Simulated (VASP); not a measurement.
## PbS (Galena): single point with PBE

PbS (Galena):

```
Pb S
1.0
     4.19420    0.00000    0.00000
     2.09710    3.63229    0.00000
     2.09710    1.21076    3.42455
Pb S
1 1
Direct
  0.00000 0.00000 0.00000
  0.50000 0.50000 0.50000
```

- Program: VASP 6.6.1
- Task: single point
- Functional: PBE
- Potentials or basis: VASP PAW PBE potentials, release 64 (Pb_d, S)
- Cutoff: 520 eV
- k mesh: 4 × 4 × 4
- Occupations: gaussian, width 0.01 eV
- Spin: no spin polarisation
- Dipole correction: no
- Further INCAR settings: ALGO = Normal; EDIFF = 1e-07; NBANDS = 17

* Pressure: 2.3 GPa
* Band gap on the k mesh: 0.36 eV, direct

Levels at points of the mesh, in eV from the valence-band top:
| k point | band 8 | band 9 | band 10 | band 11 | band 12 | band 13 |
| --- | --- | --- | --- | --- | --- | --- |
| (0.00, 0.00, 0.00) | -2.17 | -2.17 | -2.17 | 5.21 | 5.21 | 5.21 |
| (0.50, 0.00, 0.00) | -1.78 | -1.78 | 0.00 | 0.36 | 1.96 | 1.96 |
| (0.50, 0.50, 0.00) | -5.20 | -3.44 | -3.44 | 3.86 | 5.58 | 5.68 |

Run time: 4.9 s on 1 thread of AMD EPYC 9R45 96-Core Processor (Zen 5), with other jobs on the host, peak memory 0.14 GiB.

Caveat: the k points lie up to 0.46 Å⁻¹ apart; spin-orbit coupling is left out, which moves the levels of the heavy elements. A k mesh can miss the band edges.
